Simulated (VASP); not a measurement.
A run of VASP 6.6.1 is set up as follows.

Contents of INCAR:

```
SYSTEM = Bi
  ALGO = Fast
  EDIFF = 1E-7
  ENCUT = 520
  GGA = PE
  ISIF = 2
  ISMEAR = 0
  IVDW = 12
  LASPH = .TRUE.
  LCHARG = .TRUE.
  LELF = .TRUE.
  LREAL = .FALSE.
  LVHAR = .TRUE.
  LWAVE = .FALSE.
  NBANDS = 14
  NELM = 100
  PREC = Accurate
  SIGMA = 0.15
```

KPOINTS

```
k-points
0
G
  16 16 16
  0 0 0
```

Contents of POSCAR:

```
Bi
1.0
   -1.7561740828      2.1970546057      1.9251782833
    1.7561740828     -2.1970546057      1.9251782833
    1.7561740828      2.1970546057     -1.9251782833
Bi
1
Direct
    0.0000000000      0.0000000000      0.0000000000
```

Potentials or basis: VASP PAW PBE potentials, release 64 (Bi_d).

Command:

```sh
$ cat potpaw_PBE.64/Bi_d/POTCAR > POTCAR
$ mpirun -np 1 vasp_std > vasp.out
```

**Question.** Estimate the pressure.

**Answer.** 1.2 GPa.

**Question.** Predict the dispersion energy per atom.

**Answer.** -0.531 eV.

Stress tensor (GPa, compression positive):
```
1.51 0.00 0.00
0.00 0.29 0.00
0.00 0.00 1.79
```

Caveat: the cell differs from its parent crystal (strain +e along x and -e along y -0.1125, strain +e along z and -e/2 along x and y -0.0175); pairwise dispersion overbinds metals, which lowers pressure and volume.
